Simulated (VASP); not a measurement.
# Si2Mo (P6/mmm) in VASP: a series of runs

The runs below take Si2Mo through single point, with PBE.

Program: VASP 6.6.1. These are calculated values, not measurements. Logs are shortened: lines on timing, memory, paths and dates and some standing lists are left out, and cuts for length are marked.

### Step 1. The cell of the first run

Symmetry: P6/mmm, No. 191, hexagonal system. Conventional cell: a = 5.256 Å, b = 5.256 Å, c = 4.076 Å, α = 90.00°, β = 90.00°, γ = 120.00°. Si (site symmetry mmm) has 4 Mo at 2.54 Å and 6 Si at 2.63 Å within 3.4 Å. Within 3.5 Å of Si (site symmetry 6/mmm) lie 6 Si at 2.63 Å. Within 3.4 Å of Mo (site symmetry -6m2) lie 6 Si at 2.54 Å and 3 Mo at 3.03 Å.

The cell was built from a structure type or drawn by symmetry, and may not be a known phase.

### Step 2. Single point, PBE

INCAR reads:

```
PREC     = Accurate       # precision mode
ENCUT    = 520            # plane-wave cutoff, eV
EDIFF    = 1E-7           # SCF threshold, eV
ISMEAR   = 0              # smearing method
SIGMA    = 0.1            # smearing width, eV
LREAL    = F              # projectors in reciprocal space
LASPH    = T              # aspherical terms in the spheres
NELM     = 100            # most SCF steps
ALGO     = Normal         # electronic algorithm
ISIF     = 2              # what is computed and relaxed
LWAVE    = F              # write WAVECAR
LCHARG   = T              # write CHGCAR
GGA      = PE             # functional
LELF     = T              # ELF
LVHAR    = T            
NBANDS   = 31             # bands
```

KPOINTS reads:

```
regular mesh
0
Gamma
  12 12 10
```

POSCAR reads:

```
Si2Mo
1.0
    5.2555201565      0.0000000000      0.0000000000
   -2.6277600782      4.5514139656      0.0000000000
    0.0000000000      0.0000000000      4.0760624487
Si Mo
4 2
Direct
    0.5000000000      0.0000000000      0.0000000000
    0.0000000000      0.5000000000      0.0000000000
    0.5000000000      0.5000000000      0.0000000000
    0.0000000000      0.0000000000      0.0000000000
    0.3333333333      0.6666666667      0.5000000000
    0.6666666667      0.3333333333      0.5000000000
```

Potentials or basis: VASP PAW PBE potentials, release 64 (Si, Mo_sv).

Started as:

```
> cat potpaw_PBE.64/Si/POTCAR potpaw_PBE.64/Mo_sv/POTCAR > POTCAR
> mpirun -np 1 vasp_std > vasp.out
```

OUTCAR:

```text
PREC = Accurate
   ENCUT = 520
   EDIFF = 1E-7
   ISMEAR = 0
   LREAL = F
   LASPH = T
   NELM = 100
   ISIF = 2
   GGA = PE

 ion  position               nearest neighbor table
   1  0.500  0.000  0.000-   5 2.54   6 2.54   5 2.54   6 2.54   3 2.63   3 2.63   2 2.63   2 2.63
                             4 2.63   4 2.63
   2  0.000  0.500  0.000-   5 2.54   6 2.54   5 2.54   6 2.54   4 2.63   4 2.63   1 2.63   1 2.63
                             3 2.63   3 2.63
   3  0.500  0.500  0.000-   5 2.54   6 2.54   5 2.54   6 2.54   1 2.63   1 2.63   4 2.63   4 2.63
                             2 2.63   2 2.63
   4  0.000  0.000  0.000-   2 2.63   2 2.63   3 2.63   3 2.63   1 2.63   1 2.63
   5  0.333  0.667  0.500-   1 2.54   1 2.54   2 2.54   2 2.54   3 2.54   3 2.54   6 3.03   6 3.03
                             6 3.03
   6  0.667  0.333  0.500-   1 2.54   1 2.54   2 2.54   2 2.54   3 2.54   3 2.54   5 3.03   5 3.03
                             5 3.03

  LATTYP: Found a hexagonal cell.
 ALAT       =     5.2555201565
 C/A-ratio  =     0.7755773601

  Lattice vectors:

 A1 = (   5.2555201565,   0.0000000000,   0.0000000000)
 A2 = (  -2.6277600782,   4.5514139656,   0.0000000000)
 A3 = (   0.0000000000,   0.0000000000,   4.0760624487)

Analysis of symmetry for initial positions (statically):
=====================================================================
 Subroutine PRICEL returns:
 Original cell was already a primitive cell.

 Routine SETGRP: Setting up the symmetry group for a
 hexagonal supercell.

 Subroutine GETGRP returns: Found 24 space group operations
 (whereof 24 operations were pure point group operations)
 out of a pool of 24 trial point group operations.

The static configuration has the point symmetry D_6h.

Analysis of symmetry for dynamics (positions and initial velocities):
=====================================================================
 Subroutine PRICEL returns:
 Original cell was already a primitive cell.

 Routine SETGRP: Setting up the symmetry group for a
 hexagonal supercell.

 Subroutine GETGRP returns: Found 24 space group operations
 (whereof 24 operations were pure point group operations)
 out of a pool of 24 trial point group operations.

The dynamic configuration has the point symmetry D_6h.

 Subroutine INISYM returns: Found 24 space group operations
 (whereof 24 operations are pure point group operations),
 and found     1 'primitive' translations

----------------------------------------------------------------------------------------

                                     Primitive cell

  volume of cell :      97.4996

  direct lattice vectors                    reciprocal lattice vectors
     5.255520157  0.000000000  0.000000000     0.190276123  0.109855971  0.000000000
    -2.627760078  4.551413966  0.000000000     0.000000000  0.219711942  0.000000000
     0.000000000  0.000000000  4.076062449     0.000000000  0.000000000  0.245334808

  length of vectors
     5.255520157  5.255520156  4.076062449     0.219711942  0.219711942  0.245334808

  position of ions in fractional coordinates (direct lattice)
     0.500000000  0.000000000  0.000000000
     0.000000000  0.500000000  0.000000000
     0.500000000  0.500000000  0.000000000
     0.000000000  0.000000000  0.000000000
     0.333333333  0.666666667  0.500000000
     0.666666667  0.333333333  0.500000000

  ion indices of the primitive-cell ions
   primitive index   ion index
                 1           1
                 2           2
                 3           3
                 4           4
                 5           5
                 6           6

----------------------------------------------------------------------------------------

 KPOINTS: regular mesh

Automatic generation of k-mesh.
 Grid dimensions read from file:
 generate k-points for:   12   12   10

 Generating k-lattice:

  Cartesian coordinates                     Fractional coordinates (reciprocal lattice)
     0.015856344  0.009154664  0.000000000     0.083333333  0.000000000  0.000000000
     0.000000000  0.018309328  0.000000000     0.000000000  0.083333333  0.000000000
     0.000000000  0.000000000  0.024533481     0.000000000  0.000000000  0.100000000

  Length of vectors
     0.018309328  0.018309328  0.024533481

  Shift w.r.t. Gamma in fractional coordinates (k-lattice)
     0.000000000  0.000000000  0.000000000

 Subroutine IBZKPT returns following result:
 ===========================================

 Found    114 irreducible k-points:

 Following reciprocal coordinates:
            Coordinates               Weight
  0.000000  0.000000  0.000000      1.000000
  0.083333  0.000000  0.000000      6.000000
  0.166667  0.000000  0.000000      6.000000
  0.250000  0.000000  0.000000      6.000000
  0.333333  0.000000  0.000000      6.000000
  0.416667  0.000000  0.000000      6.000000
[... 16 lines left out ...]
  0.250000  0.000000  0.100000     12.000000
  0.333333  0.000000  0.100000     12.000000
 [... further k-points ...]
   k-points           NKPTS =    114   k-points in BZ     NKDIM =    114   number of bands    NBANDS=     31
   number of dos      NEDOS =    301   number of ions     NIONS =      6
   total plane-waves  NPLWV =  48000
   dimension x,y,z NGX =    40 NGY =   40 NGZ =   30
   dimension x,y,z NGXF=    80 NGYF=   80 NGZF=   60
   ions per type =               4   2
   NGX,Y,Z   is equivalent  to a cutoff of  12.65, 12.65, 12.24 a.u.
   NGXF,Y,Z  is equivalent  to a cutoff of  25.31, 25.31, 24.47 a.u.
 SYSTEM =  unknown system
   PREC   = accura    normal or accurate (medium, high low for compatibility)
   ISTART =      0    job   : 0-new  1-cont  2-samecut
   ICHARG =      2    charge: 1-file 2-atom 10-const
   ISPIN  =      1    spin polarized calculation?
   LNONCOLLINEAR =      F non collinear calculations
   LSORBIT =      F    spin-orbit coupling
   LASPH  =      T    aspherical Exc in radial PAW
   ENCUT  =  520.0 eV  38.22 Ry    6.18 a.u.   9.77  9.77  7.58*2*pi/ulx,y,z
   NELM   =    100;   NELMIN=  2; NELMDL= -5     # of ELM steps
   EDIFF  = 0.1E-06   stopping-criterion for ELM
   LREAL  =      F    real-space projection
   EDIFFG = 0.1E-05   stopping-criterion for IOM
   NSW    =      0    number of steps for IOM
   IBRION =     -1    ionic relax: 0-MD 1-quasi-New 2-CG
   NFREE  =      0    steps in history (QN), initial steepest desc. (CG)
   ISIF   =      2    stress and relaxation
   ISYM   =      2    0-nonsym 1-usesym 2-fastsym
   POTIM  = 0.5000    time-step for ionic-motion
   TEBEG  =    0.0;   TEEND  =   0.0 temperature during run
   PSTRESS=    0.0 pullay stress
   NELECT =      44.0000    total number of electrons
   NUPDOWN=      -1.0000    fix difference up-down
   EMIN   =  10.00;   EMAX   =-10.00  energy-range for DOS
   EFERMI =   0.00;   METHOD = LEGACY
   ISMEAR =     0;   SIGMA  =   0.10  broadening in eV -4-tet -1-fermi 0-gaus
   EFERMI_NEDOS =   21; number of points for ismear=-14 and -15
   IALGO  =     38    algorithm
   IMIX   =      4    mixing-type and parameters
     AMIX     =   0.40;   BMIX     =  1.00
     AMIX_MAG =   1.60;   BMIX_MAG =  1.00
  volume/ion in A,a.u.               =      16.25       109.66
  Fermi-wavevector in a.u.,A,eV,Ry     =   1.255716  2.372959 21.453975  1.576823
  Thomas-Fermi vector in A             =   2.389459
   LORBIT       =      0    0 simple, 1 ext, 2 COOP (PROOUT), +10 PAW based schemes
   GGA     = PE    functional components
   LHFCALC =     F    Hartree Fock is set to
   AEXX    =    0.0000 exact exchange contribution
   IVDW    =     0    specifies the selected vdW correction
   LEPSILON=     F    determine dielectric tensor
   LRPA    =     F    only Hartree local field effects (RPA)
 non-spin polarized calculation
 Gauss-broadening in eV      SIGMA  =   0.10
  energy-cutoff  :      520.00
  volume of cell :       97.50
 maximum number of plane-waves:      2664
 NGX is ok and might be reduce to    40
   NGX = 19   NGY = 19   NGZ = 15

 number of electron      43.9999999 magnetization

 Free energy of the ion-electron system (eV)
  ---------------------------------------------------
  ext. energy  EPLUGINS =         0.00000000
  ---------------------------------------------------
  free energy    TOTEN  =       -41.81048405 eV

  energy without entropy =      -41.78915333  energy(sigma->0) =      -41.79981869

 E-fermi :   9.5290     XC(G=0): -11.3251

 val. band max:        9.5281501528   @ k =   0.3333   0.0833   0.5000
 cond. band min:       9.5321526472   @ k =   0.1667   0.0833   0.0000
 fundamental gap:      0.0040024944
 Fermi energy:         9.5290141332

 k-point     1 :       0.0000    0.0000    0.0000
  band No.  band energies     occupation
      1     -51.2614      2.00000
      2     -51.2116      2.00000
      3     -25.5357      2.00000
      4     -25.5357      2.00000
      5     -25.3723      2.00000
      6     -25.3021      2.00000
[... 23 lines left out ...]
     30      15.5405      0.00000
     31      15.5408      0.00000

 k-point     2 :       0.0833    0.0000    0.0000
  band No.  band energies     occupation
      1     -51.2607      2.00000
      2     -51.2124      2.00000
      3     -25.5370      2.00000
      4     -25.5324      2.00000
      5     -25.3713      2.00000
      6     -25.3031      2.00000
[... 23 lines left out ...]
     30      15.2180      0.00000
     31      15.3372      0.00000

 k-point     3 :       0.1667    0.0000    0.0000
  band No.  band energies     occupation
      1     -51.2585      2.00000
      2     -51.2146      2.00000
      3     -25.5405      2.00000
      4     -25.5230      2.00000
      5     -25.3682      2.00000
      6     -25.3062      2.00000
[... 23 lines left out ...]
     30      14.6660      0.00000
     31      14.9885      0.00000

 k-point     4 :       0.2500    0.0000    0.0000
  band No.  band energies     occupation
      1     -51.2551      2.00000
      2     -51.2180      2.00000
      3     -25.5451      2.00000
      4     -25.5086      2.00000
      5     -25.3634      2.00000
      6     -25.3110      2.00000
[... 23 lines left out ...]
     30      14.0143      0.00000
     31      14.6652      0.00000

 k-point     5 :       0.3333    0.0000    0.0000
  band No.  band energies     occupation
      1     -51.2509      2.00000
      2     -51.2222      2.00000
      3     -25.5496      2.00000
      4     -25.4918      2.00000
      5     -25.3575      2.00000
      6     -25.3266      2.00000
[... 23 lines left out ...]
     30      13.3551      0.00000
     31      14.3295      0.00000
[... 542 lines left out ...]
     30      15.1266      0.00000
     31      15.2251      0.00000

 k-point    22 :       0.1667    0.0000    0.1000
  band No.  band energies     occupation
      1     -51.2584      2.00000
      2     -51.2145      2.00000
      3     -25.5401      2.00000
      4     -25.5226      2.00000
      5     -25.3716      2.00000
      6     -25.3086      2.00000
[... 23 lines left out ...]
     30      14.3893      0.00000
     31      15.0070      0.00000

 k-point    23 :       0.2500    0.0000    0.1000
  band No.  band energies     occupation
      1     -51.2550      2.00000
      2     -51.2179      2.00000
      3     -25.5447      2.00000
      4     -25.5083      2.00000
      5     -25.3667      2.00000
      6     -25.3135      2.00000
[... 23 lines left out ...]
     30      13.6677      0.00000
     31      14.8698      0.00000

 k-point    24 :       0.3333    0.0000    0.1000
  band No.  band energies     occupation
      1     -51.2509      2.00000
      2     -51.2221      2.00000
      3     -25.5492      2.00000
      4     -25.4915      2.00000
      5     -25.3607      2.00000
      6     -25.3264      2.00000
[... 23 lines left out ...]
     30      12.9848      0.00000
     31      14.7598      0.00000

 [... further k-points ...]

------------------------ aborting loop because EDIFF is reached ----------------------------------------

  FORCE on cell =-STRESS in cart. coord.  units (eV):
  Direction    XX          YY          ZZ          XY          YZ          ZX
  --------------------------------------------------------------------------------------
  -------------------------------------------------------------------------------------
  Total        0.0119281      0.0119281      0.0941766      0.0000000      0.0000000      0.0000000
  in kB        0.1960101      0.1960101      1.5475711      0.0000000      0.0000000      0.0000000
  external PRESSURE =       0.6465304 kB  Pullay stress =       0.0000000 kB

 VOLUME and BASIS-vectors are now :
 -----------------------------------------------------------------------------
  energy-cutoff  :      520.00
  volume of cell :       97.50
      direct lattice vectors                 reciprocal lattice vectors
     5.255520157  0.000000000  0.000000000     0.190276123  0.109855971  0.000000000
    -2.627760078  4.551413966  0.000000000     0.000000000  0.219711942  0.000000000
     0.000000000  0.000000000  4.076062449     0.000000000  0.000000000  0.245334808

 POSITION                                       TOTAL-FORCE (eV/Angst)
 -----------------------------------------------------------------------------------
      2.62776      0.00000      0.00000         0.000000      0.000000      0.000000
     -1.31388      2.27571      0.00000         0.000000      0.000000      0.000000
      1.31388      2.27571      0.00000         0.000000      0.000000      0.000000
      0.00000      0.00000      0.00000         0.000000      0.000000      0.000000
     -0.00000      3.03428      2.03803        -0.000000      0.000000      0.000000
      2.62776      1.51714      2.03803        -0.000000      0.000000      0.000000
 -----------------------------------------------------------------------------------
    total drift:                               -0.000000      0.000000      0.000000

  FREE ENERGIE OF THE ION-ELECTRON SYSTEM (eV)
  ---------------------------------------------------
  free  energy   TOTEN  =       -41.8104840510 eV

  energy  without entropy=      -41.7891533343  energy(sigma->0) =      -41.79981869
```

Wall time 7.7 min (1 thread of Intel Xeon 8259CL, shared host); peak memory 0.41 GiB.

What came out:

| Property | Result |
| --- | --- |
| Free energy | -41.8105 eV |
| Pressure | 0.1 GPa |
| Band gap on the k mesh | zero (bands 22 and 23 overlap by 1.84 eV) |

Levels at points of the mesh, in eV from the Fermi level:
| k point | band 20 | band 21 | band 22 | band 23 | band 24 | band 25 |
| --- | --- | --- | --- | --- | --- | --- |
| (0.00, 0.00, 0.00) | -0.77 | -0.77 | -0.45 | -0.45 | 0.44 | 0.44 |
| (0.50, 0.00, 0.00) | -0.45 | -0.32 | -0.18 | 1.04 | 1.47 | 1.51 |
| (0.00, 0.00, 0.50) | -1.46 | -1.46 | -1.00 | 0.55 | 0.55 | 1.03 |
| (0.50, 0.00, 0.50) | -1.52 | -1.14 | -1.00 | -0.41 | 0.58 | 0.80 |

### Step 3. Single point, PBE, collinear spin

This run uses another cell than the first one, of 16.30 Å³/atom.

INCAR reads:

```
SYSTEM = Si2Mo
  PREC = Accurate
  ENCUT = 520
  EDIFF = 1E-6
  ISMEAR = 0
  SIGMA = 0.1
  LREAL = .False.
  LASPH = .True.
  NELM = 150
  ALGO = Normal
  ISIF = 2
  LWAVE = .False.
  LCHARG = .True.
  ISPIN = 2
  MAGMOM = 0 0 0 0 1 1
  LORBIT = 11
  LMAXMIX = 4
  GGA = PE
  LELF = .True.
  LVHAR = .True.
  NBANDS = 35
```

KPOINTS reads:

```
regular mesh
0
Gamma
  6 6 4
  0 0 0
```

POSCAR, as its differences from that of step 2:

```diff
@@ -2,5 +2,5 @@
 1.0
-    5.2555201565      0.0000000000      0.0000000000
-   -2.6277600782      4.5514139656      0.0000000000
-    0.0000000000      0.0000000000      4.0760624487
+    5.2886935032      0.0000000000      0.0000000000
+   -2.6443467516      4.5801429266      0.0000000000
+    0.0000000000      0.0000000000      4.0386210134
 Si Mo
```

Potentials or basis: VASP PAW PBE potentials, release 64 (Si, Mo_sv).

Started as:

```
> cat potpaw_PBE.64/Si/POTCAR potpaw_PBE.64/Mo_sv/POTCAR > POTCAR
> mpirun -np 1 vasp_std > vasp.out
```

Run time: 3.7 min. Hardware: 1 thread of Intel Xeon 8259CL, shared host; peak memory 0.3 GiB.

It converged, with:

```yaml
Free_energy: -41.8842 eV
Pressure: -0.1 GPa
Band_gap_on_the_k_mesh: zero (filled and empty bands overlap)
Net_moment: 0.00 μB per cell
Valence_electrons_inside_the_program's_atomic_spheres: Si 1.64, 1.54 (each value once); Mo 12.53
```

Levels at points of the mesh, in eV from the Fermi level:
Spin up:
| k point | band 18 | band 19 | band 20 | band 21 | band 22 | band 23 | band 24 | band 25 | band 26 | band 27 |
| --- | --- | --- | --- | --- | --- | --- | --- | --- | --- | --- |
| (0.00, 0.00, 0.00) | -2.61 | -2.49 | -0.88 | -0.88 | -0.55 | -0.55 | 0.38 | 0.38 | 3.00 | 3.47 |
| (0.50, 0.00, 0.00) | -2.75 | -1.41 | -0.60 | -0.39 | -0.32 | 1.01 | 1.47 | 1.48 | 1.75 | 1.97 |
| (0.00, 0.00, 0.50) | -2.53 | -1.66 | -1.54 | -1.54 | -1.03 | 0.40 | 0.40 | 0.89 | 2.53 | 2.53 |
| (0.50, 0.00, 0.50) | -2.60 | -2.53 | -1.59 | -1.18 | -1.04 | -0.47 | 0.52 | 0.66 | 1.49 | 2.48 |
Spin down:
```csv
k point,band 18,band 19,band 20,band 21,band 22,band 23,band 24,band 25,band 26,band 27
"(0.00, 0.00, 0.00)",-2.61,-2.49,-0.88,-0.88,-0.55,-0.55,0.38,0.38,3.00,3.47
"(0.50, 0.00, 0.00)",-2.75,-1.41,-0.60,-0.39,-0.32,1.01,1.47,1.48,1.75,1.97
"(0.00, 0.00, 0.50)",-2.53,-1.66,-1.54,-1.54,-1.03,0.40,0.40,0.89,2.53,2.53
"(0.50, 0.00, 0.50)",-2.60,-2.53,-1.59,-1.18,-1.04,-0.47,0.52,0.66,1.49,2.48
```

Caveat: the k points lie up to 0.39 Å⁻¹ apart, too coarse for converged energies and pressures of a metal.
